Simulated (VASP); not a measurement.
# C (P6_3/mmc) in VASP: single point with PBEsol

Aim: the single point of C with PBEsol.

All numbers are computed with VASP 6.6.1; they aren't measurements. Logs are shortened: lines on timing, memory, paths and dates and some standing lists are left out, and cuts for length are marked.

## Step 1: The cell of the first run

The structure is hexagonal, space group P6_3/mmc (No. 194). The conventional cell has a = 2.459 Å, b = 2.459 Å, c = 29.261 Å, α = 90.00°, β = 90.00°, γ = 120.00°. C (site symmetry 3m) has 3 C at 1.42 Å within 1.9 Å. C (site symmetry 3m) has 3 C at 1.42 Å within 1.9 Å. Within 1.9 Å of C (site symmetry -6m2) lie 3 C at 1.42 Å. Within 1.9 Å of C (site symmetry -6m2) lie 3 C at 1.42 Å.

## Step 2: Single point, PBEsol

Contents of INCAR:

```
ALGO = Normal ; EDIFF = 1E-6
ENCUT = 520 ; GGA = PS
ISIF = 2 ; ISMEAR = 0
LASPH = True ; LCHARG = True
LELF = True ; LREAL = False
LVHAR = True ; LWAVE = False
NBANDS = 36 ; NELM = 80
PREC = Accurate ; SIGMA = 0.1
```

Contents of KPOINTS:

```
k-points
0
Gamma
  18 18 2
```

Contents of POSCAR:

```
C
1.0
    2.4588913150      0.0000000000      0.0000000000
   -1.2294456575      2.1294623439      0.0000000000
    0.0000000000      0.0000000000     29.2611608309
C
12
Direct
    0.6666666667      0.3333333333      0.9915735565
    0.6666666667      0.3333333333      0.4915807255
    0.6666666667      0.3333333333      0.7397548579
    0.6666666667      0.3333333333      0.2397618251
    0.0000000000      0.0000000000      0.6156646090
    0.3333333333      0.6666666667      0.2397548579
    0.0000000000      0.0000000000      0.1156646090
    0.6666666667      0.3333333333      0.6156644161
    0.3333333333      0.6666666667      0.7397618251
    0.3333333333      0.6666666667      0.1156644161
    0.3333333333      0.6666666667      0.4915735565
    0.3333333333      0.6666666667      0.9915807255
```

Potentials or basis: VASP PAW PBE potentials, release 64 (C).

Launch:

```console
$ cat potpaw_PBE.64/C/POTCAR > POTCAR
$ mpirun -np 1 vasp_std > vasp.out
```

OUTCAR:

```text
EDIFF = 1E-6
   ENCUT = 520
   GGA = PS
   ISIF = 2
   ISMEAR = 0
   LASPH = True
   LREAL = False
   NELM = 80
   PREC = Accurate

 ion  position               nearest neighbor table
   1  0.667  0.333  0.992-  12 1.42  12 1.42  12 1.42
   2  0.667  0.333  0.492-  11 1.42  11 1.42  11 1.42
   3  0.667  0.333  0.740-   9 1.42   9 1.42   9 1.42
   4  0.667  0.333  0.240-   6 1.42   6 1.42   6 1.42
   5  0.000  0.000  0.616-   8 1.42   8 1.42   8 1.42
   6  0.333  0.667  0.240-   4 1.42   4 1.42   4 1.42
   7  0.000  0.000  0.116-  10 1.42  10 1.42  10 1.42
   8  0.667  0.333  0.616-   5 1.42   5 1.42   5 1.42
   9  0.333  0.667  0.740-   3 1.42   3 1.42   3 1.42
  10  0.333  0.667  0.116-   7 1.42   7 1.42   7 1.42
  11  0.333  0.667  0.492-   2 1.42   2 1.42   2 1.42
  12  0.333  0.667  0.992-   1 1.42   1 1.42   1 1.42

  LATTYP: Found a hexagonal cell.
 ALAT       =     2.4588913150
 C/A-ratio  =    11.9001440415

  Lattice vectors:

 A1 = (   2.4588913150,   0.0000000000,   0.0000000000)
 A2 = (  -1.2294456575,   2.1294623439,   0.0000000000)
 A3 = (   0.0000000000,   0.0000000000,  29.2611608309)

Analysis of symmetry for initial positions (statically):
=====================================================================
 Subroutine PRICEL returns:
 Original cell was already a primitive cell.

 Routine SETGRP: Setting up the symmetry group for a
 hexagonal supercell.

 Subroutine GETGRP returns: Found 24 space group operations
 (whereof  6 operations were pure point group operations)
 out of a pool of 24 trial point group operations.

The static configuration has the point symmetry C_3v.
 The point group associated with its full space group is D_6h.

Analysis of symmetry for dynamics (positions and initial velocities):
=====================================================================
 Subroutine PRICEL returns:
 Original cell was already a primitive cell.

 Routine SETGRP: Setting up the symmetry group for a
 hexagonal supercell.

 Subroutine GETGRP returns: Found 24 space group operations
 (whereof  6 operations were pure point group operations)
 out of a pool of 24 trial point group operations.

The dynamic configuration has the point symmetry C_3v.
 The point group associated with its full space group is D_6h.

 Subroutine INISYM returns: Found 24 space group operations
 (whereof  6 operations are pure point group operations),
 and found     1 'primitive' translations

----------------------------------------------------------------------------------------

                                     Primitive cell

  volume of cell :     153.2148

  direct lattice vectors                    reciprocal lattice vectors
     2.458891315  0.000000000  0.000000000     0.406687353  0.234801053  0.000000000
    -1.229445657  2.129462344  0.000000000     0.000000000  0.469602105  0.000000000
     0.000000000  0.000000000 29.261160831     0.000000000  0.000000000  0.034174994

  length of vectors
     2.458891315  2.458891315 29.261160831     0.469602105  0.469602105  0.034174994

  position of ions in fractional coordinates (direct lattice)
     0.666666667  0.333333333  0.991573557
     0.666666667  0.333333333  0.491580726
     0.666666667  0.333333333  0.739754858
     0.666666667  0.333333333  0.239761825
     0.000000000  0.000000000  0.615664609
     0.333333333  0.666666667  0.239754858
     0.000000000  0.000000000  0.115664609
     0.666666667  0.333333333  0.615664416
     0.333333333  0.666666667  0.739761825
     0.333333333  0.666666667  0.115664416
     0.333333333  0.666666667  0.491573557
     0.333333333  0.666666667  0.991580726

  ion indices of the primitive-cell ions
   primitive index   ion index
                 1           1
                 2           2
                 3           3
                 4           4
                 5           5
                 6           6
                 7           7
                 8           8
                 9           9
                10          10
                11          11
                12          12

----------------------------------------------------------------------------------------

 KPOINTS: k-points

Automatic generation of k-mesh.
 Grid dimensions read from file:
 generate k-points for:   18   18    2

 Generating k-lattice:

  Cartesian coordinates                     Fractional coordinates (reciprocal lattice)
     0.022593742  0.013044503  0.000000000     0.055555556  0.000000000  0.000000000
     0.000000000  0.026089006  0.000000000     0.000000000  0.055555556  0.000000000
     0.000000000  0.000000000  0.017087497     0.000000000  0.000000000  0.500000000

  Length of vectors
     0.026089006  0.026089006  0.017087497

  Shift w.r.t. Gamma in fractional coordinates (k-lattice)
     0.000000000  0.000000000  0.000000000

 Subroutine IBZKPT returns following result:
 ===========================================

 Found     74 irreducible k-points:

 Following reciprocal coordinates:
            Coordinates               Weight
  0.000000  0.000000  0.000000      1.000000
  0.055556 -0.000000  0.000000      6.000000
  0.111111 -0.000000  0.000000      6.000000
  0.166667 -0.000000  0.000000      6.000000
  0.222222 -0.000000  0.000000      6.000000
  0.277778  0.000000  0.000000      6.000000
[... 16 lines left out ...]
  0.333333  0.111111  0.000000     12.000000
  0.388889  0.111111  0.000000     12.000000
 [... further k-points ...]
   k-points           NKPTS =     74   k-points in BZ     NKDIM =     74   number of bands    NBANDS=     36
   number of dos      NEDOS =    301   number of ions     NIONS =     12
   total plane-waves  NPLWV =  72576
   dimension x,y,z NGX =    18 NGY =   18 NGZ =  224
   dimension x,y,z NGXF=    36 NGYF=   36 NGZF=  448
   ions per type =              12
   NGX,Y,Z   is equivalent  to a cutoff of  12.17, 12.17, 12.73 a.u.
   NGXF,Y,Z  is equivalent  to a cutoff of  24.34, 24.34, 25.45 a.u.
 SYSTEM =  unknown system
   PREC   = accura    normal or accurate (medium, high low for compatibility)
   ISTART =      0    job   : 0-new  1-cont  2-samecut
   ICHARG =      2    charge: 1-file 2-atom 10-const
   ISPIN  =      1    spin polarized calculation?
   LNONCOLLINEAR =      F non collinear calculations
   LSORBIT =      F    spin-orbit coupling
   LASPH  =      T    aspherical Exc in radial PAW
   ENCUT  =  520.0 eV  38.22 Ry    6.18 a.u.   4.57  4.57 54.41*2*pi/ulx,y,z
   NELM   =     80;   NELMIN=  2; NELMDL= -5     # of ELM steps
   EDIFF  = 0.1E-05   stopping-criterion for ELM
   LREAL  =      F    real-space projection
   EDIFFG = 0.1E-04   stopping-criterion for IOM
   NSW    =      0    number of steps for IOM
   IBRION =     -1    ionic relax: 0-MD 1-quasi-New 2-CG
   NFREE  =      0    steps in history (QN), initial steepest desc. (CG)
   ISIF   =      2    stress and relaxation
   ISYM   =      2    0-nonsym 1-usesym 2-fastsym
   POTIM  = 0.5000    time-step for ionic-motion
   TEBEG  =    0.0;   TEEND  =   0.0 temperature during run
   PSTRESS=    0.0 pullay stress
   NELECT =      48.0000    total number of electrons
   NUPDOWN=      -1.0000    fix difference up-down
   EMIN   =  10.00;   EMAX   =-10.00  energy-range for DOS
   EFERMI =   0.00;   METHOD = LEGACY
   ISMEAR =     0;   SIGMA  =   0.10  broadening in eV -4-tet -1-fermi 0-gaus
   EFERMI_NEDOS =   21; number of points for ismear=-14 and -15
   IALGO  =     38    algorithm
   IMIX   =      4    mixing-type and parameters
     AMIX     =   0.40;   BMIX     =  1.00
     AMIX_MAG =   1.60;   BMIX_MAG =  1.00
  volume/ion in A,a.u.               =      12.77        86.16
  Fermi-wavevector in a.u.,A,eV,Ry     =   1.111872  2.101134 16.820342  1.236260
  Thomas-Fermi vector in A             =   2.248440
   LORBIT       =      0    0 simple, 1 ext, 2 COOP (PROOUT), +10 PAW based schemes
   GGA     = PS    functional components
   LHFCALC =     F    Hartree Fock is set to
   AEXX    =    0.0000 exact exchange contribution
   IVDW    =     0    specifies the selected vdW correction
   LEPSILON=     F    determine dielectric tensor
   LRPA    =     F    only Hartree local field effects (RPA)
 non-spin polarized calculation
 Gauss-broadening in eV      SIGMA  =   0.10
  energy-cutoff  :      520.00
  volume of cell :      153.21
 maximum number of plane-waves:      4192
   NGX =  9   NGY =  9   NGZ =109

 number of electron      47.9999986 magnetization

 Free energy of the ion-electron system (eV)
  ---------------------------------------------------
  ext. energy  EPLUGINS =         0.00000000
  ---------------------------------------------------
  free energy    TOTEN  =      -115.72456422 eV

  energy without entropy =     -115.72178017  energy(sigma->0) =     -115.72317219

 E-fermi :   1.8699     XC(G=0):  -7.8326

 val. band max:        1.8698929035   @ k =   0.3333   0.3333   0.0000
 cond. band min:       1.8699231007   @ k =   0.3333   0.3333   0.5000
 fundamental gap:      0.0000301972
 Fermi energy:         1.8699180027

 k-point     1 :       0.0000    0.0000    0.0000
  band No.  band energies     occupation
      1     -17.7282      2.00000
      2     -17.7282      2.00000
      3     -17.6740      2.00000
      4     -17.6740      2.00000
      5     -17.6132      2.00000
      6     -17.6132      2.00000
[... 28 lines left out ...]
     35      10.2228      0.00000
     36      10.2246      0.00000

 k-point     2 :       0.0556   -0.0000    0.0000
  band No.  band energies     occupation
      1     -17.6546      2.00000
      2     -17.6545      2.00000
      3     -17.6007      2.00000
      4     -17.6006      2.00000
      5     -17.5401      2.00000
      6     -17.5401      2.00000
[... 28 lines left out ...]
     35      10.2743      0.00000
     36      10.3336      0.00000

 k-point     3 :       0.1111   -0.0000    0.0000
  band No.  band energies     occupation
      1     -17.4340      2.00000
      2     -17.4339      2.00000
      3     -17.3809      2.00000
      4     -17.3809      2.00000
      5     -17.3213      2.00000
      6     -17.3212      2.00000
[... 28 lines left out ...]
     35      10.3132      0.00000
     36      10.3224      0.00000

 k-point     4 :       0.1667   -0.0000    0.0000
  band No.  band energies     occupation
      1     -17.0674      2.00000
      2     -17.0674      2.00000
      3     -17.0157      2.00000
      4     -17.0157      2.00000
      5     -16.9576      2.00000
      6     -16.9576      2.00000
[... 28 lines left out ...]
     35      10.2787      0.00000
     36      10.2803      0.00000

 k-point     5 :       0.2222   -0.0000    0.0000
  band No.  band energies     occupation
      1     -16.5568      2.00000
      2     -16.5568      2.00000
      3     -16.5071      2.00000
      4     -16.5071      2.00000
      5     -16.4509      2.00000
      6     -16.4509      2.00000
[... 655 lines left out ...]
 k-point    22 :       0.2778    0.1111    0.0000
  band No.  band energies     occupation
      1     -14.9055      2.00000
      2     -14.9055      2.00000
      3     -14.8618      2.00000
      4     -14.8618      2.00000
      5     -14.8117      2.00000
      6     -14.8117      2.00000
[... 28 lines left out ...]
     35      10.1933      0.00000
     36      10.7703      0.00000

 k-point    23 :       0.3333    0.1111    0.0000
  band No.  band energies     occupation
      1     -13.9952      2.00000
      2     -13.9952      2.00000
      3     -13.9550      2.00000
      4     -13.9549      2.00000
      5     -13.9083      2.00000
      6     -13.9083      2.00000
[... 28 lines left out ...]
     35      10.6304      0.00000
     36      10.6613      0.00000

 k-point    24 :       0.3889    0.1111    0.0000
  band No.  band energies     occupation
      1     -12.9860      2.00000
      2     -12.9860      2.00000
      3     -12.9504      2.00000
      4     -12.9504      2.00000
      5     -12.9086      2.00000
      6     -12.9086      2.00000
[... 28 lines left out ...]
     35      10.6702      0.00000
     36      10.6711      0.00000

 [... further k-points ...]

------------------------ aborting loop because EDIFF is reached ----------------------------------------

  FORCE on cell =-STRESS in cart. coord.  units (eV):
  Direction    XX          YY          ZZ          XY          YZ          ZX
  --------------------------------------------------------------------------------------
  -------------------------------------------------------------------------------------
  Total        0.6847395      0.6847395     -0.0609720      0.0000000     -0.0000000      0.0000000
  in kB        7.1603639      7.1603639     -0.6375884      0.0000000     -0.0000000      0.0000000
  external PRESSURE =       4.5610464 kB  Pullay stress =       0.0000000 kB

 VOLUME and BASIS-vectors are now :
 -----------------------------------------------------------------------------
  energy-cutoff  :      520.00
  volume of cell :      153.21
      direct lattice vectors                 reciprocal lattice vectors
     2.458891315  0.000000000  0.000000000     0.406687353  0.234801053  0.000000000
    -1.229445657  2.129462344  0.000000000     0.000000000  0.469602105  0.000000000
     0.000000000  0.000000000 29.261160831     0.000000000  0.000000000  0.034174994

 POSITION                                       TOTAL-FORCE (eV/Angst)
 -----------------------------------------------------------------------------------
      1.22945      0.70982     29.01459         0.000000     -0.000000      0.000108
      1.22945      0.70982     14.38422        -0.000000     -0.000000      0.000104
      1.22945      0.70982     21.64609        -0.000000     -0.000000     -0.000104
      1.22945      0.70982      7.01571         0.000000     -0.000000     -0.000108
      0.00000      0.00000     18.01506         0.000000     -0.000000     -0.000000
     -0.00000      1.41964      7.01551         0.000000      0.000000     -0.000104
      0.00000      0.00000      3.38448        -0.000000      0.000000     -0.000000
      1.22945      0.70982     18.01506         0.000000     -0.000000      0.000000
     -0.00000      1.41964     21.64629        -0.000000      0.000000     -0.000108
     -0.00000      1.41964      3.38448        -0.000000      0.000000      0.000000
     -0.00000      1.41964     14.38401        -0.000000      0.000000      0.000108
     -0.00000      1.41964     29.01480         0.000000     -0.000000      0.000104
 -----------------------------------------------------------------------------------
    total drift:                               -0.000000     -0.000000     -0.486378

  FREE ENERGIE OF THE ION-ELECTRON SYSTEM (eV)
  ---------------------------------------------------
  free  energy   TOTEN  =      -115.7245642241 eV

  energy  without entropy=     -115.7217801650  energy(sigma->0) =     -115.72317219
```

Wall time 4.1 min (1 thread of Intel Xeon 6975P-C (Granite Rapids), shared host); peak memory 0.42 GiB.

What came out:

| Quantity | Value |
| --- | --- |
| Free energy | -115.7246 eV |
| Pressure | 0.5 GPa |

Levels at points of the mesh, in eV from the Fermi level:
| k point | band 22 | band 23 | band 24 | band 25 | band 26 | band 27 |
| --- | --- | --- | --- | --- | --- | --- |
| (0.00, 0.00, 0.00) | -2.99 | -2.99 | -2.99 | 3.13 | 3.35 | 3.82 |
| (0.50, 0.00, 0.00) | -2.38 | -2.23 | -2.23 | 1.50 | 1.50 | 1.64 |
| (0.00, 0.00, 0.50) | -2.99 | -2.99 | -2.99 | 3.22 | 3.22 | 4.13 |
| (0.50, 0.00, 0.50) | -2.38 | -2.23 | -2.23 | 1.50 | 1.50 | 1.64 |

Caveat: this functional lacks dispersion, which binds the layers, so the pressure and a relaxed spacing across them are unreliable; the PAW data sets were made with another functional, which shifts forces and pressure a little.
